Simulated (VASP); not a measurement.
Wanted: the native input for a VASP 6.6.1 run.

- Task: single point
- Functional: PBE
- Potentials or basis: VASP PAW PBE potentials, release 64 (Si, C)
- Cutoff: 520 eV
- k mesh: 10 × 10 × 6
- Occupations: gaussian, width 0.05 eV
- Spin: no spin polarisation
- Dipole correction: no
- Further INCAR settings: ALGO = Normal; EDIFF = 1e-06; NBANDS = 16

The structure of SiC lies in POSCAR:

```
SiC
1.0
    0.0000000000     -2.1898640950     -2.1898640950
    0.0000000000      2.1898640950     -2.1898640950
    4.3797281900      0.0000000000      0.0000000000
Si C
2 2
Direct
    0.5428108759      0.4571891241      0.5000000000
   -0.0428108759      0.0428108759      0.0000000000
    1.0281428934      0.5281428934      0.2500000000
    0.4718571066     -0.0281428934      0.7500000000
```

This cell differs from its parent crystal: atoms displaced along a vibrational mode.

The input as run:

INCAR

```
SYSTEM = SiC
ALGO = Normal
EDIFF = 1E-6
ENCUT = 520
GGA = PE
ISIF = 2
ISMEAR = 0
LASPH = .TRUE.
LCHARG = .TRUE.
LELF = .TRUE.
LREAL = .FALSE.
LVHAR = .TRUE.
LWAVE = .FALSE.
NBANDS = 16
NELM = 60
PREC = Accurate
SIGMA = 0.05
```

KPOINTS

```
k-points
0
G
  10 10 6
  0 0 0
```

Potentials or basis: VASP PAW PBE potentials, release 64 (Si, C).

Command:

```console
$ cat potpaw_PBE.64/Si/POTCAR potpaw_PBE.64/C/POTCAR > POTCAR
$ mpirun -np 1 vasp_std > vasp.out
```

Results of the run:

```
Pressure               : -0.8 GPa
Largest force          : 2.425 eV/Å
Band gap on the k mesh : 1.07 eV (least direct gap 1.21 eV)
```

Caveat: the cell differs from its parent crystal (atoms displaced along a vibrational mode); forces of over 1 eV/Å act on the atoms, so gaps and moduli don't describe the material at rest.

Wall time 58 s on 1 thread of Intel Xeon 6455B, with other jobs on the host, peak memory 0.2 GiB.
